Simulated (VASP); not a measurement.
SiO2 (a cell with a defect):

```
O Si
1.0
     8.38869    0.00000    0.00000
     0.00000    8.38869    0.00000
     0.00000    0.00000    8.03564
O Si
48 24
Direct
  0.91380 0.17308 0.11677
  0.16992 0.15072 0.99357
  0.14931 0.15046 0.32713
  0.15424 0.15215 0.66855
  0.15894 0.65036 0.99724
  0.16164 0.64483 0.33503
  0.16204 0.64550 0.66248
  0.64549 0.16680 0.99669
  0.64147 0.17824 0.34892
  0.64099 0.17480 0.64065
  0.64987 0.64859 0.99722
  0.65715 0.65138 0.33573
  0.65775 0.65263 0.66309
  0.35664 0.35054 0.99721
  0.35503 0.33722 0.34382
  0.35659 0.33814 0.64819
  0.35571 0.84774 0.99709
  0.35682 0.83962 0.33628
  0.35558 0.84198 0.66194
  0.83490 0.37903 0.98194
  0.84602 0.35862 0.33697
  0.84579 0.35730 0.65476
  0.84657 0.83960 0.99918
  0.85598 0.82782 0.33977
  0.84864 0.84401 0.66720
  0.10472 0.40472 0.16517
  0.09399 0.40176 0.49693
  0.10287 0.40198 0.82733
  0.11234 0.89256 0.17745
  0.10677 0.89692 0.50334
  0.10591 0.89656 0.82312
  0.59523 0.41144 0.16870
  0.59341 0.40571 0.82167
  0.60312 0.90275 0.16631
  0.60444 0.90606 0.49751
  0.60497 0.90633 0.83043
  0.40949 0.09499 0.17026
  0.40428 0.09575 0.49621
  0.41146 0.09633 0.82382
  0.40122 0.59991 0.16479
  0.40726 0.60042 0.49880
  0.40094 0.60053 0.82966
  0.86545 0.04926 0.22122
  0.92025 0.08286 0.50665
  0.88219 0.10828 0.80933
  0.90827 0.59531 0.16466
  0.91054 0.59819 0.50003
  0.91251 0.60214 0.82704
  0.01452 0.97158 0.32934
  0.99770 0.99525 0.69322
  0.00756 0.50390 0.99490
  0.00597 0.50680 0.32833
  0.00538 0.50630 0.66631
  0.50552 0.00314 0.99766
  0.49967 0.98192 0.32656
  0.50040 0.98285 0.66840
  0.49846 0.50417 0.99455
  0.50257 0.52226 0.32758
  0.50321 0.52040 0.66930
  0.24620 0.24023 0.15464
  0.21615 0.24557 0.49667
  0.25223 0.24238 0.83740
  0.24790 0.75550 0.16217
  0.24761 0.74984 0.49955
  0.24311 0.76005 0.83349
  0.74974 0.27640 0.15154
  0.80212 0.23312 0.49348
  0.75640 0.25519 0.82862
  0.76202 0.75299 0.15937
  0.76011 0.74621 0.50208
  0.76119 0.75251 0.84034
  0.51111 0.27624 0.49478
```

Base run:

* Program: VASP 6.6.1
* Functional: r2SCAN
* Potentials or basis: VASP PAW PBE potentials, release 64 (O, Si)
* Cutoff: 580 eV
* k mesh: 1 × 1 × 1, shifted
* Occupations: fermi-dirac, width 0.05 eV
* Spin: no spin polarisation

Its results: band gap on the k mesh 2.70 eV; pressure 9.3 GPa; largest force 0.446 eV/Å.

**Question.** The run is repeated on the same cell with these changes: functional from r2SCAN to PBEsol; cutoff from 580 eV to 520 eV. What comes out?

**Answer.** Band gap on the k mesh 2.21 eV; pressure 12.4 GPa; largest force 0.319 eV/Å.

Caveats: the PAW data sets were made with another functional, which shifts forces and pressure a little.

A k mesh can miss the band edges.
